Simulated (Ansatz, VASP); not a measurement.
Given: the input of a run of Ansatz 0.2.0 on La2O3.

The input input.yaml:

```yaml
crystal:
  lattice:
    - [6.3702727145, 0.0, 0.0]
    - [-3.1851363572, 5.5168179998, 0.0]
    - [0.0, 0.0, 3.2898942108]
  atoms:
    - { symbol: La, position: [0.6666666667, 0.3333333333, 0.498103] }
    - { symbol: La, position: [0.3333333333, 0.6666666667, 0.501897] }
    - { symbol: O, position: [0.504607, 0.0, 0.0] }
    - { symbol: O, position: [0.0, 0.504607, 0.0] }
    - { symbol: O, position: [0.495393, 0.495393, 0.0] }
kpoints:
  mp_grid: { grid: [4, 4, 6] }
scf:
  occupations: { method: fermi_dirac, width: 0.05 }
hamiltonian:
  xc: lda
  pseudopotentials: { kind: all_electron, lapw: { basis_error: 0.002 } }
output:
  forces: true
  stress: true
relax:
  f_tol: 0.02
  max_steps: 60
  cell: {}
```

Potentials or basis: all-electron LAPW, scalar-relativistic.

Command:

```console
$ ansatz run input.yaml --threads 4 --pin off --max-ram 14336MiB --backend cpu --events-out ev --progress --plain --runs-dir out
```

Question: Set up the same calculation for VASP 6.6.1. Potentials there: VASP PAW LDA potentials, release 64 (La, O).

Answer: As run (the cutoff follows the program's own potentials):

Contents of INCAR:

```
PREC = Accurate
ENCUT = 600
EDIFF = 1E-6
ISMEAR = -1
SIGMA = 0.05
LREAL = F
LASPH = T
NELM = 80
ALGO = Normal
ISIF = 3
LWAVE = F
LCHARG = F
IBRION = 2
NSW = 80
EDIFFG = -0.02
```

The input KPOINTS:

```
regular mesh
0
Gamma
  4 4 6
```

File POSCAR:

```
La2O3
1.0
    6.3702727145      0.0000000000      0.0000000000
   -3.1851363572      5.5168179998      0.0000000000
    0.0000000000      0.0000000000      3.2898942108
La O
2 3
Direct
    0.6666666667      0.3333333333      0.4981030000
    0.3333333333      0.6666666667      0.5018970000
    0.5046070000      0.0000000000      0.0000000000
    0.0000000000      0.5046070000      0.0000000000
    0.4953930000      0.4953930000      0.0000000000
```

Potentials or basis: VASP PAW LDA potentials, release 64 (La, O).

The run is started by

```sh
$ cat potpaw_LDA.64/La/POTCAR potpaw_LDA.64/O/POTCAR > POTCAR
$ mpirun -np 1 vasp_std > vasp.out
```

Both were run:

|  | VASP | Ansatz | Ansatz less VASP |
| --- | --- | --- | --- |
| relaxed volume (Å³/atom) | 21.87 | 21.90 | +0.023 |
| relaxed cell length with the largest relative difference (Å) | 3.230 | 3.231 | +0.0012 |

LDA's correlation is that of Perdew and Zunger in VASP and of Perdew and Wang (1992) in Ansatz. Ansatz ran all-electron here, and VASP with PAW potentials.

Neither program's run includes spin-orbit coupling. Noted on Ansatz's run: the k mesh is thin for a metal, which can move the energy by tens of meV per atom.
